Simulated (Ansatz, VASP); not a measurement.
**Sb: VASP beside Ansatz**

```
CELL_PARAMETERS angstrom
3.36713 0.00000 0.00000
-1.68356 2.91602 0.00000
0.00000 0.00000 11.43245
ATOMIC_POSITIONS crystal
Sb 0.00000 0.00000 0.00000
Sb 0.00000 0.00000 0.50000
Sb 0.33333 0.66667 0.25000
Sb 0.66667 0.33333 0.75000
```

Alike in both runs: functional RPBE; k mesh 11 × 11 × 3; occupations fermi-dirac, width 0.1 eV; no spin polarisation.

Ansatz relaxed the structure, and its values are those at the end. VASP's run is a single point on that final structure, the one shown.

|  | VASP | Ansatz |
| --- | --- | --- |
| version | VASP 6.6.1 | Ansatz 0.2.0 |
| potentials or method | VASP PAW PBE potentials, release 64 (Sb), cutoff 500 eV | plane waves (420 eV) with PAW, scalar-relativistic |
| valence electrons in the cell | 20 | 60 |

|  | VASP | Ansatz | Ansatz less VASP |
| --- | --- | --- | --- |
| pressure (GPa) | -0.2 | 0.0 | +0.20 |

VASP's potentials were made for PBE, not for RPBE. With one functional, cell and mesh, what is left measures potentials, basis and numerics. VASP's potentials hold 20 valence electrons a cell and Ansatz's 60, so a difference there can come from the potentials and not from the codes.

Spin-orbit coupling is off throughout.
